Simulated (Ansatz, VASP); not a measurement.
## One calculation of GaN, two programs

```
Ga N
1.0
     0.00000    2.24895    2.24895
     2.24895    0.00000    2.24895
     2.24895    2.24895    0.00000
Ga N
1 1
Direct
  0.00000 0.00000 0.00000
  0.25000 0.25000 0.25000
```

Alike in both runs: functional r2SCAN; k mesh 16 × 16 × 16; occupations fermi-dirac, width 0.05 eV; no spin polarisation.

Ansatz relaxed the structure, and its values are those at the end. VASP's run is a single point on that final structure, the one shown.

```csv
,VASP,Ansatz
version,VASP 6.6.1,Ansatz 0.2.0
potentials or method,"VASP PAW PBE potentials, release 64 (Ga_d, N)","PAW with Ansatz's default frozen-core files, scalar-relativistic"
plane-wave cutoff (eV),520,500
valence electrons in the cell,18,18
```

VASP gave:

```
gap on the k mesh at the Fermi level (eV) : 2.16
pressure (GPa)                            : 1.1
```

Question: Estimate Ansatz's values.

Answer: gap on the k mesh at the Fermi level (eV): 2.17; pressure (GPa): 0.0.

VASP's potentials were made for PBE, not for r2SCAN.
